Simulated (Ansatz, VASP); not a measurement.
SrVO3: VASP beside Ansatz

File INCAR:

```
SYSTEM = SrVO3
  ALGO = Normal
  EDIFF = 1E-6
  ENCUT = 520
  GGA = PE
  ISIF = 2
  ISMEAR = 0
  ISPIN = 2
  LASPH = .True.
  LCHARG = .False.
  LDAU = .True.
  LDAUJ = 0 0 0
  LDAUL = -1 2 -1
  LDAUPRINT = 1
  LDAUTYPE = 2
  LDAUU = 0 3.25 0
  LMAXMIX = 4
  LORBIT = 11
  LREAL = .False.
  LWAVE = .False.
  MAGMOM = 0 0.94 -0.03 -0.03 -0.03
  NBANDS = 32
  NELM = 150
  PREC = Accurate
  SIGMA = 0.05
```

Contents of KPOINTS:

```
k-points
0
Gamma
  6 6 6
  0 0 0
```

The input POSCAR:

```
SrVO3
1.0
    3.8930169840      0.0000000000      0.0000000000
    0.0000000000      3.8930169840      0.0000000000
    0.0000000000      0.0000000000      3.8930169840
Sr V O
1 1 3
Direct
    0.5000000000      0.5000000000      0.5000000000
    0.0000000000      0.0000000000      0.0000000000
    0.5000000000      0.0000000000      0.0000000000
    0.0000000000      0.5000000000      0.0000000000
    0.0000000000      0.0000000000      0.5000000000
```

Input for Ansatz:

```yaml
crystal:
  lattice:
    - [3.893016984, 0.0, 0.0]
    - [0.0, 3.893016984, 0.0]
    - [0.0, 0.0, 3.893016984]
  atoms:
    - { symbol: Sr, position: [0.5, 0.5, 0.5] }
    - { symbol: V, position: [0.0, 0.0, 0.0], spin: 0.94 }
    - { symbol: O, position: [0.5, 0.0, 0.0] }
    - { symbol: O, position: [0.0, 0.5, 0.0] }
    - { symbol: O, position: [0.0, 0.0, 0.5] }
basis:
  ecutwfc: 420
  ecutrho_ratio: 4
kpoints:
  mp_grid: { grid: [6, 6, 6] }
hamiltonian:
  xc: pbe
  hubbard:
    sites:
      - { species: V, l: d, u_eff: 3.25, starting_ns: start.occupation_matrices }
    ns_hold: { iters: 6 }
scf:
  occupations: { method: gaussian, width: 0.05 }
  lower_state_search: "off"
output:
  forces: true
  stress: true
  eigenvalues: true
  populations: true
  hubbard: { sites: [{ species: V, l: d }] }
magnetization:
  spin_polarized: true
```

Alike in both runs: task single point; functional PBE; k mesh 6 × 6 × 6; occupations gaussian, width 0.05 eV; collinear spin; Hubbard terms V d U = 3.25 eV.

```csv
,VASP,Ansatz
version,VASP 6.6.1,Ansatz 0.2.0
potentials or method,"VASP PAW PBE potentials, release 64 (Sr_sv, V_sv, O), cutoff 520 eV","scalar-relativistic, plane waves, PAW"
valence electrons in the cell,41,41
```

Ansatz gave:

```
gap on the k mesh at the Fermi level (eV)                     : none
pressure (GPa)                                                : 0.0
net moment per atom (μB)                                      : 0.20
size of the moment on the site where the two differ most (μB) : 0.85
```

**Question.** Estimate VASP's values.

**Answer.** gap on the k mesh at the Fermi level (eV): none; pressure (GPa): 0.7; net moment per atom (μB): 0.20; size of the moment on the site where the two differ most (μB): 1.13.

Site moments also hang on the region over which each program counts them. The programs project onto different local orbitals, so the same U acts differently, and such runs can settle in different states. A gap of «none» marks a metal or a gap that the smearing closes. Ansatz's warnings: filled band counts differ across k points, symmetry narrowed by occupation matrices.
